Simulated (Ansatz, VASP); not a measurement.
# CsLiCr2Te2S3 in VASP and in Ansatz

File INCAR:

```
PREC = Accurate
ENCUT = 520
EDIFF = 1E-6
ISMEAR = -1
SIGMA = 0.05
LREAL = F
LASPH = T
NELM = 150
ALGO = Normal
ISIF = 2
LWAVE = F
LCHARG = T
ISPIN = 2
MAGMOM = 0 0 3 3 0 0 0 0 0
LORBIT = 11
LMAXMIX = 4
LDAU = T
LDAUTYPE = 2
LDAUL = -1 -1 2 -1 -1
LDAUU = 0 0 6 0 0
LDAUJ = 0 0 0 0 0
LDAUPRINT = 1
GGA = PE
LELF = T
LVHAR = T
NBANDS = 47
```

KPOINTS

```
regular mesh
0
Gamma
  4 4 3
```

File POSCAR:

```
CsLiCr2Te2S3
1.0
    3.4216200000     -5.1806900000      0.0078400000
    3.4216200000      5.1806900000      0.0078400000
   -2.9041100000      0.0000000000      7.4309300000
Cs Li Cr Te S
1 1 2 2 3
Direct
    0.0937400000      0.0937400000      0.0085300000
    0.5887500000      0.5887500000      0.5533600000
    0.0564600000      0.4675500000      0.5579000000
    0.4675500000      0.0564600000      0.5579000000
    0.5648600000      0.8735700000      0.2903500000
    0.8735700000      0.5648600000      0.2903500000
    0.8115100000      0.3969700000      0.7334700000
    0.3969700000      0.8115100000      0.7334700000
    0.2140400000      0.2140400000      0.4837100000
```

The input input.yaml:

```yaml
crystal:
  lattice:
    - [3.42162, -5.18069, 0.00784]
    - [3.42162, 5.18069, 0.00784]
    - [-2.90411, 0.0, 7.43093]
  atoms:
    - { symbol: Cs, position: [0.09374, 0.09374, 0.00853] }
    - { symbol: Li, position: [0.58875, 0.58875, 0.55336] }
    - { symbol: Cr, position: [0.05646, 0.46755, 0.5579], spin: 3.0 }
    - { symbol: Cr, position: [0.46755, 0.05646, 0.5579], spin: 3.0 }
    - { symbol: Te, position: [0.56486, 0.87357, 0.29035] }
    - { symbol: Te, position: [0.87357, 0.56486, 0.29035] }
    - { symbol: S, position: [0.81151, 0.39697, 0.73347] }
    - { symbol: S, position: [0.39697, 0.81151, 0.73347] }
    - { symbol: S, position: [0.21404, 0.21404, 0.48371] }
kpoints:
  mp_grid: { grid: [4, 4, 3] }
scf:
  occupations: { method: fermi_dirac, width: 0.05 }
hamiltonian:
  xc: pbe
  pseudopotentials: { kind: all_electron, lapw: { basis_error: 0.002 } }
  hubbard:
    sites: [{ species: Cr, l: d, u_eff: 6 }]
    double_counting: fll
    projectors: ortho-atomic
magnetization:
  spin_polarized: true
output:
  forces: true
  stress: true
  eigenvalues: true
  hubbard: {}
```

Alike in both runs: task single point; functional PBE; k mesh 4 × 4 × 3; occupations fermi-dirac, width 0.05 eV; collinear spin; Hubbard terms Cr d U = 6.0 eV.

|  | VASP | Ansatz |
| --- | --- | --- |
| version | VASP 6.6.1 | Ansatz 0.2.0 |
| potentials or method | VASP PAW PBE potentials, release 64 (Cs_sv, Li_sv, Cr_pv, Te, S), cutoff 520 eV | all-electron LAPW, scalar-relativistic |

Ansatz gave:

| Item | Value |
| --- | --- |
| gap on the k mesh at the Fermi level (eV) | none |
| rms of the force components (eV/Å) | 0.872 |
| net moment per atom (μB) | 0.66 |
| size of the moment on the site where the two differ most (μB) | 3.50 |

**Question.** Estimate VASP's values.

**Answer.** gap on the k mesh at the Fermi level (eV): none; rms of the force components (eV/Å): 0.772; net moment per atom (μB): 0.66; size of the moment on the site where the two differ most (μB): 3.44.

Site moments also hang on the region over which each program counts them. The programs project onto different local orbitals, so the same U acts differently, and such runs can settle in different states. Atom by atom the forces differ by 0.110 eV/Å (rms over components). A gap of «none» marks a metal or a gap that the smearing closes. Ansatz ran all-electron here, and VASP with PAW potentials.

Neither program's run includes spin-orbit coupling. Noted on VASP's run: the cutoff is under 1.25 times that of the potentials, so the pressure is a little rough. Noted on Ansatz's run: the k mesh is thin for a metal, which can move the energy by tens of meV per atom; the magnetic state may not be the lowest; U is the effective U less J, on atomic orbitals that reach past the spheres.
